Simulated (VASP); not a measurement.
# KCl (Pm-3m) in VASP: a series of runs

Runs on KCl. Level: PBEsol. Tasks: relaxation of cell and atoms.

Program: VASP 6.6.1. These are calculated values, not measurements. Logs are shortened: lines on timing, memory, paths and dates and some standing lists are left out, and cuts for length are marked.

## (1) The cell of the first run

The structure is cubic, space group Pm-3m (No. 221). The conventional cell has a = 3.839 Å, b = 3.839 Å, c = 3.839 Å, α = 90.00°, β = 90.00°, γ = 90.00°. Within 4.4 Å of K (site symmetry m-3m) lie 8 Cl at 3.32 Å and 6 K at 3.84 Å. Within 4.4 Å of Cl (site symmetry m-3m) lie 8 K at 3.32 Å and 6 Cl at 3.84 Å.

## (2) Relaxation of cell and atoms, PBEsol, target pressure 5 GPa, at which the enthalpy is minimised

Input file INCAR:

```
PREC = Accurate
ENCUT = 600
EDIFF = 1E-6
ISMEAR = -1
SIGMA = 0.05
LREAL = F
LASPH = T
NELM = 80
ALGO = Normal
ISIF = 3
LWAVE = F
LCHARG = F
GGA = PS
IBRION = 2
NSW = 80
EDIFFG = -0.005
PSTRESS = 50.0
```

Input file KPOINTS:

```
regular mesh
0
Gamma
  7 7 7
```

Input file POSCAR:

```
KCl
1.0
    3.8391960000      0.0000000000      0.0000000000
    0.0000000000      3.8391960000      0.0000000000
    0.0000000000      0.0000000000      3.8391960000
K Cl
1 1
Direct
    0.0000000000      0.0000000000      0.0000000000
    0.5000000000      0.5000000000      0.5000000000
```

Potentials or basis: VASP PAW PBE potentials, release 64 (K_sv, Cl).

Run with:

```sh
cat potpaw_PBE.64/K_sv/POTCAR potpaw_PBE.64/Cl/POTCAR > POTCAR
mpirun -np 1 vasp_std > vasp.out
```

OUTCAR:

```text
PREC = Accurate
   ENCUT = 600
   EDIFF = 1E-6
   ISMEAR = -1
   LREAL = F
   LASPH = T
   NELM = 80
   ISIF = 3
   GGA = PS
   IBRION = 2
   NSW = 80
   EDIFFG = -0.005
   PSTRESS = 50.0

 ion  position               nearest neighbor table
   1  0.000  0.000  0.000-
   2  0.500  0.500  0.500-

  LATTYP: Found a simple cubic cell.
 ALAT       =     3.8391960000

  Lattice vectors:

 A1 = (   3.8391960000,   0.0000000000,   0.0000000000)
 A2 = (   0.0000000000,   3.8391960000,   0.0000000000)
 A3 = (   0.0000000000,   0.0000000000,   3.8391960000)

Analysis of symmetry for initial positions (statically):
=====================================================================
 Subroutine PRICEL returns:
 Original cell was already a primitive cell.

 Routine SETGRP: Setting up the symmetry group for a
 simple cubic supercell.

 Subroutine GETGRP returns: Found 48 space group operations
 (whereof 48 operations were pure point group operations)
 out of a pool of 48 trial point group operations.

The static configuration has the point symmetry O_h .

Analysis of symmetry for dynamics (positions and initial velocities):
=====================================================================
 Subroutine PRICEL returns:
 Original cell was already a primitive cell.

 Routine SETGRP: Setting up the symmetry group for a
 simple cubic supercell.

 Subroutine GETGRP returns: Found 48 space group operations
 (whereof 48 operations were pure point group operations)
 out of a pool of 48 trial point group operations.

The dynamic configuration has the point symmetry O_h .

 Subroutine INISYM returns: Found 48 space group operations
 (whereof 48 operations are pure point group operations),
 and found     1 'primitive' translations

----------------------------------------------------------------------------------------

                                     Primitive cell

  volume of cell :      56.5875

  direct lattice vectors                    reciprocal lattice vectors
     3.839196000  0.000000000  0.000000000     0.260471203  0.000000000  0.000000000
     0.000000000  3.839196000  0.000000000     0.000000000  0.260471203  0.000000000
     0.000000000  0.000000000  3.839196000     0.000000000  0.000000000  0.260471203

  length of vectors
     3.839196000  3.839196000  3.839196000     0.260471203  0.260471203  0.260471203

  position of ions in fractional coordinates (direct lattice)
     0.000000000  0.000000000  0.000000000
     0.500000000  0.500000000  0.500000000

  ion indices of the primitive-cell ions
   primitive index   ion index
                 1           1
                 2           2

----------------------------------------------------------------------------------------

 KPOINTS: regular mesh

Automatic generation of k-mesh.
 Grid dimensions read from file:
 generate k-points for:    7    7    7

 Generating k-lattice:

  Cartesian coordinates                     Fractional coordinates (reciprocal lattice)
     0.037210172  0.000000000  0.000000000     0.142857143  0.000000000  0.000000000
     0.000000000  0.037210172  0.000000000     0.000000000  0.142857143  0.000000000
     0.000000000  0.000000000  0.037210172     0.000000000  0.000000000  0.142857143

  Length of vectors
     0.037210172  0.037210172  0.037210172

  Shift w.r.t. Gamma in fractional coordinates (k-lattice)
     0.000000000  0.000000000  0.000000000

 Subroutine IBZKPT returns following result:
 ===========================================

 Found     20 irreducible k-points:

 Following reciprocal coordinates:
            Coordinates               Weight
  0.000000  0.000000  0.000000      1.000000
  0.142857  0.000000  0.000000      6.000000
  0.285714  0.000000  0.000000      6.000000
  0.428571  0.000000  0.000000      6.000000
  0.142857  0.142857  0.000000     12.000000
  0.285714  0.142857  0.000000     24.000000
[... 12 lines left out ...]
  0.428571  0.428571  0.285714     24.000000
  0.428571  0.428571  0.428571      8.000000
   k-points           NKPTS =     20   k-points in BZ     NKDIM =     20   number of bands    NBANDS=     12
   number of dos      NEDOS =    301   number of ions     NIONS =      2
   total plane-waves  NPLWV =  32768
   dimension x,y,z NGX =    32 NGY =   32 NGZ =   32
   dimension x,y,z NGXF=    64 NGYF=   64 NGZF=   64
   ions per type =               1   1
   NGX,Y,Z   is equivalent  to a cutoff of  13.86, 13.86, 13.86 a.u.
   NGXF,Y,Z  is equivalent  to a cutoff of  27.71, 27.71, 27.71 a.u.
 SYSTEM =  unknown system
   PREC   = accura    normal or accurate (medium, high low for compatibility)
   ISTART =      0    job   : 0-new  1-cont  2-samecut
   ICHARG =      2    charge: 1-file 2-atom 10-const
   ISPIN  =      1    spin polarized calculation?
   LNONCOLLINEAR =      F non collinear calculations
   LSORBIT =      F    spin-orbit coupling
   LASPH  =      T    aspherical Exc in radial PAW
   ENCUT  =  600.0 eV  44.10 Ry    6.64 a.u.   7.67  7.67  7.67*2*pi/ulx,y,z
   NELM   =     80;   NELMIN=  2; NELMDL= -5     # of ELM steps
   EDIFF  = 0.1E-05   stopping-criterion for ELM
   LREAL  =      F    real-space projection
   EDIFFG = -.5E-02   stopping-criterion for IOM
   NSW    =     80    number of steps for IOM
   IBRION =      2    ionic relax: 0-MD 1-quasi-New 2-CG
   NFREE  =      1    steps in history (QN), initial steepest desc. (CG)
   ISIF   =      3    stress and relaxation
   ISYM   =      2    0-nonsym 1-usesym 2-fastsym
   POTIM  = 0.5000    time-step for ionic-motion
   TEBEG  =    0.0;   TEEND  =   0.0 temperature during run
   PSTRESS=   50.0 pullay stress
   NELECT =      16.0000    total number of electrons
   NUPDOWN=      -1.0000    fix difference up-down
   EMIN   =  10.00;   EMAX   =-10.00  energy-range for DOS
   EFERMI =   0.00;   METHOD = LEGACY
   ISMEAR =    -1;   SIGMA  =   0.05  broadening in eV -4-tet -1-fermi 0-gaus
   EFERMI_NEDOS =   21; number of points for ismear=-14 and -15
   IALGO  =     38    algorithm
   IMIX   =      4    mixing-type and parameters
     AMIX     =   0.40;   BMIX     =  1.00
     AMIX_MAG =   1.60;   BMIX_MAG =  1.00
  volume/ion in A,a.u.               =      28.29       190.94
  Fermi-wavevector in a.u.,A,eV,Ry     =   1.074504  2.030517 15.708715  1.154558
  Thomas-Fermi vector in A             =   2.210334
   LORBIT       =      0    0 simple, 1 ext, 2 COOP (PROOUT), +10 PAW based schemes
   GGA     = PS    functional components
   LHFCALC =     F    Hartree Fock is set to
   AEXX    =    0.0000 exact exchange contribution
   IVDW    =     0    specifies the selected vdW correction
   LEPSILON=     F    determine dielectric tensor
   LRPA    =     F    only Hartree local field effects (RPA)
 conjugate gradient relaxation of ions
 non-spin polarized calculation
  energy-cutoff  :      600.00
  volume of cell :       56.59
 maximum number of plane-waves:      1899
 NGX is ok and might be reduce to    32
   NGX = 15   NGY = 15   NGZ = 15

--------------------------------------- Ionic step        1  -------------------------------------------

 number of electron      16.0000002 magnetization

 Free energy of the ion-electron system (eV)
  ---------------------------------------------------
  ext. energy  EPLUGINS =         0.00000000
  ---------------------------------------------------
  free energy    TOTEN  =        -6.89645948 eV

  energy without entropy =       -6.89645948  energy(sigma->0) =       -6.89645948

------------------------ aborting loop because EDIFF is reached ----------------------------------------

  FORCE on cell =-STRESS in cart. coord.  units (eV):
  Direction    XX          YY          ZZ          XY          YZ          ZX
  --------------------------------------------------------------------------------------
  -------------------------------------------------------------------------------------
  Total       -0.4879045     -0.4879045     -0.4879045      0.0000000     -0.0000000      0.0000000
  in kB      -13.8141615    -13.8141615    -13.8141615      0.0000000     -0.0000000      0.0000000
  external PRESSURE =     -63.8141615 kB  Pullay stress =      50.0000000 kB

 VOLUME and BASIS-vectors are now :
 -----------------------------------------------------------------------------
  energy-cutoff  :      600.00
  volume of cell :       56.59
      direct lattice vectors                 reciprocal lattice vectors
     3.839196000  0.000000000  0.000000000     0.260471203  0.000000000  0.000000000
     0.000000000  3.839196000  0.000000000     0.000000000  0.260471203  0.000000000
     0.000000000  0.000000000  3.839196000     0.000000000  0.000000000  0.260471203

 POSITION                                       TOTAL-FORCE (eV/Angst)
 -----------------------------------------------------------------------------------
      0.00000      0.00000      0.00000         0.000000      0.000000      0.000000
      1.91960      1.91960      1.91960         0.000000      0.000000      0.000000
 -----------------------------------------------------------------------------------
    total drift:                                0.000000      0.000000     -0.000000

  FREE ENERGIE OF THE ION-ELECTRON SYSTEM (eV)
  ---------------------------------------------------
  free  energy   TOTEN  =        -6.8964594844 eV
[... 57 lines left out ...]
 VOLUME and BASIS-vectors are now :
 -----------------------------------------------------------------------------
  energy-cutoff  :      600.00
  volume of cell :       45.18
      direct lattice vectors                 reciprocal lattice vectors
     3.561545152 -0.000000000  0.000000000     0.280777010 -0.000000000  0.000000000
     0.000000000  3.561545152  0.000000000     0.000000000  0.280777010  0.000000000
    -0.000000000 -0.000000000  3.561545152    -0.000000000 -0.000000000  0.280777010

 POSITION                                       TOTAL-FORCE (eV/Angst)
 -----------------------------------------------------------------------------------
      0.00000      0.00000      0.00000         0.000000      0.000000      0.000000
      1.78077      1.78077      1.78077        -0.000000     -0.000000      0.000000
 -----------------------------------------------------------------------------------
    total drift:                                0.000000      0.000000     -0.000000

  FREE ENERGIE OF THE ION-ELECTRON SYSTEM (eV)
  ---------------------------------------------------
  free  energy   TOTEN  =        -6.8230086070 eV

  energy  without entropy=       -6.8230086069  energy(sigma->0) =       -6.82300861

  enthalpy is  TOTEN    =        -5.4131525144 eV   P V=        1.4098560925

--------------------------------------- Ionic step        4  -------------------------------------------

 number of electron      16.0000000 magnetization

 Free energy of the ion-electron system (eV)
  ---------------------------------------------------
  ext. energy  EPLUGINS =         0.00000000
  ---------------------------------------------------
  free energy    TOTEN  =        -6.81406193 eV

  energy without entropy =       -6.81406193  energy(sigma->0) =       -6.81406193

 E-fermi :   1.4538     XC(G=0):  -9.3516

 val. band max:        0.3828166540   @ k =   0.4286   0.4286   0.0000
 cond. band min:       6.1562213265   @ k =   0.0000   0.0000   0.0000
 fundamental gap:      5.7734046725
 Fermi energy:         1.4538499695

 k-point     1 :       0.0000    0.0000    0.0000
  band No.  band energies     occupation
      1     -27.1703      2.00000
      2     -12.6546      2.00000
      3     -10.5579      2.00000
      4     -10.5579      2.00000
      5     -10.5579      2.00000
      6       0.1752      2.00000
      7       0.1752      2.00000
      8       0.1752      2.00000
      9       6.1562      0.00000
     10       6.4995      0.00000
     11       6.4995      0.00000
     12      11.5976      0.00000

 k-point     2 :       0.1429    0.0000    0.0000
  band No.  band energies     occupation
      1     -27.1603      2.00000
      2     -12.7050      2.00000
      3     -10.5439      2.00000
      4     -10.5439      2.00000
      5     -10.5244      2.00000
      6      -0.3738      2.00000
      7       0.1564      2.00000
      8       0.1564      2.00000
      9       6.6745      0.00000
     10       6.7028      0.00000
     11       7.1659      0.00000
     12      11.5243      0.00000
[... 281 lines left out ...]
 VOLUME and BASIS-vectors are now :
 -----------------------------------------------------------------------------
  energy-cutoff  :      600.00
  volume of cell :       44.88
      direct lattice vectors                 reciprocal lattice vectors
     3.553800021 -0.000000000  0.000000000     0.281388934 -0.000000000  0.000000000
     0.000000000  3.553800021  0.000000000     0.000000000  0.281388934  0.000000000
    -0.000000000 -0.000000000  3.553800021    -0.000000000 -0.000000000  0.281388934

 POSITION                                       TOTAL-FORCE (eV/Angst)
 -----------------------------------------------------------------------------------
      0.00000      0.00000      0.00000         0.000000      0.000000      0.000000
      1.77690      1.77690      1.77690        -0.000000     -0.000000      0.000000
 -----------------------------------------------------------------------------------
    total drift:                                0.000000      0.000000     -0.000000

  FREE ENERGIE OF THE ION-ELECTRON SYSTEM (eV)
  ---------------------------------------------------
  free  energy   TOTEN  =        -6.8140619308 eV

  energy  without entropy=       -6.8140619307  energy(sigma->0) =       -6.81406193

  enthalpy is  TOTEN    =        -5.4133837003 eV   P V=        1.4006782304

 reached required accuracy - stopping structural energy minimisation
```

Run time: 16 s. Hardware: 1 thread of Intel Xeon 6975P-C (Granite Rapids), shared host; peak memory 0.19 GiB.

What came out:

- Free energy: -6.8141 eV
- Relaxed volume: 22.44 Å³/atom
- Relaxed cell: a = 3.554 Å, b = 3.554 Å, c = 3.554 Å, α = 90.00°, β = 90.00°, γ = 90.00°
- Space group after relaxing (to 0.05 Å): Pm-3m (No. 221)
- Energy change on relaxing (the enthalpy is what falls): +41.2 meV/atom
- Ionic steps: 4
- Pressure after relaxing: 5.0 GPa
- Band gap on the k mesh: 5.77 eV, indirect (least direct gap 5.98 eV)

Step by step:
| step | energy change (eV) | largest force (eV/Å) | pressure (GPa) | volume (Å³) |
| --- | --- | --- | --- | --- |
| 1 | 0.0000 | 0.0000 | -1.38 | 56.59 |
| 2 | 0.0139 | 0.0000 | 2.53 | 47.85 |
| 3 | 0.0735 | 0.0000 | 4.74 | 45.18 |
| 4 | 0.0824 | 0.0000 | 5.03 | 44.88 |

Final structure:
```
K Cl
1.0
     3.55380    0.00000    0.00000
     0.00000    3.55380    0.00000
     0.00000    0.00000    3.55380
K Cl
1 1
Cartesian
  0.0000 0.0000 0.0000
  1.7769 1.7769 1.7769
```

Levels at points of the mesh, in eV from the valence-band top:
```
           k point  band 5  band 6  band 7  band 8  band 9  band 10  band 11  band 12
(0.00, 0.00, 0.00)  -10.94   -0.21   -0.21   -0.21    5.77     6.12     6.12    11.21
```

Caveat: the cell is relaxed towards a set pressure, so the enthalpy falls and the energy may rise; the volume moved by over 15 % at a fixed basis, so the end points are rough; the PAW data sets were made with another functional, which shifts forces and pressure a little.

[end of part 1 of 2]
